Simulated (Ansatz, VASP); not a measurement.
Ti: VASP beside Ansatz

```
Ti
1.0
     0.00000    2.03000    2.03000
     2.03000    0.00000    2.03000
     2.03000    2.03000    0.00000
Ti
1
Direct
  0.00000 0.00000 0.00000
```

Alike in both runs: task single point; functional B3LYP; k mesh 6 × 6 × 6; occupations fermi-dirac, width 0.05 eV; no spin polarisation.

```csv
,VASP,Ansatz
version,VASP 6.6.1,Ansatz 0.2.0
potentials or method,"VASP PAW PBE potentials, release 64 (Ti_sv)",Ansatz PAW
plane-wave cutoff (eV),520,420
valence electrons in the cell,12,12
```

VASP gave:

| Quantity | Value |
| --- | --- |
| gap on the k mesh at the Fermi level (eV) | none |
| pressure (GPa) | 5.5 |

Question: What did Ansatz give for the same quantities?

Answer: gap on the k mesh at the Fermi level (eV): none; pressure (GPa): 6.2.

VASP's potentials were made for PBE, not for B3LYP. A gap of «none» marks a metal or a gap that the smearing closes. With one functional, cell and mesh, what is left measures potentials, basis and numerics.

The k mesh is coarse, so the values compare programs but aren't converged.
